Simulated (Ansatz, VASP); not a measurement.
# Two plane-wave programs on Ge

```
Ge
1.0
     1.42408   -2.59509    0.00000
     1.42408    2.59509    0.00000
     0.00000    0.00000    2.64273
Ge
1
Cartesian
  1.4241 0.0000 0.0000
```

Change from the starting cell: strain +0.030 along x and y, +0.000 along z, atoms carried along.

Alike in both runs: task single point; functional PBEsol; k mesh 24 × 24 × 22; occupations gaussian, width 0.15 eV; no spin polarisation.

|  | VASP | Ansatz |
| --- | --- | --- |
| version | VASP 6.6.1 | Ansatz 0.2.0 |
| potentials or method | VASP PAW PBE potentials, release 64 (Ge_d), cutoff 520 eV | scalar-relativistic, plane waves, PAW |
| valence electrons in the cell | 14 | 14 |

|  | VASP | Ansatz | Ansatz less VASP |
| --- | --- | --- | --- |
| gap on the k mesh at the Fermi level (eV) | none | none | - |
| pressure (GPa) | -4.1 | -3.9 | +0.14 |
| traceless stress, the component that is largest in VASP (GPa) | 3.15 | 3.19 | +0.044 |

VASP's potentials were made for PBE, not for PBEsol. A gap of «none» marks a metal or a gap that the smearing closes.
